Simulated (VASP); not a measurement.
Write the native input for VASP 6.6.1 that does the following.

- Task: single point
- Functional: LDA
- Potentials or basis: VASP PAW LDA potentials, release 64 (Al)
- Cutoff: 520 eV
- k mesh: 18 × 18 × 10
- Occupations: gaussian, width 0.15 eV
- Spin: no spin polarisation
- Dipole correction: no
- Further INCAR settings: ALGO = Normal; EDIFF = 1e-06; NBANDS = 10

The structure of Al lies in POSCAR:

```
Al
1.0
    2.8865000000      0.0000000000      0.0000000000
   -1.4432500000      2.4997823280      0.0000000000
    0.0000000000      0.0000000000      4.9205000000
Al
2
Direct
    0.6666666667      0.3333333333      0.7500000000
    0.3333333333      0.6666666667      0.2500000000
```

This isn't the form of Al at room conditions, which is fcc.

The input as run:

INCAR

```
SYSTEM = Al
PREC = Accurate ; ENCUT = 520
EDIFF = 1E-6 ; ISMEAR = 0
SIGMA = 0.15 ; LREAL = .False.
LASPH = .True. ; NELM = 100
ALGO = Normal ; ISIF = 2
LWAVE = .False. ; LCHARG = .False.
GGA = CA ; NBANDS = 10
```

KPOINTS

```
regular mesh
0
Gamma
  18 18 10
  0 0 0
```

Potentials or basis: VASP PAW LDA potentials, release 64 (Al).

Launch:

```sh
$ cat potpaw_LDA.64/Al/POTCAR > POTCAR
$ mpirun -np 1 vasp_std > vasp.out
```

Results of the run:

```
Pressure               : -6.6 GPa
Band gap on the k mesh : zero (bands 3 and 4 overlap by 6.71 eV)
```

Caveat: the cell stands under tension.

Run time: 69 s on 1 thread of Intel Xeon 8259CL, with other jobs on the host, peak memory 0.18 GiB.
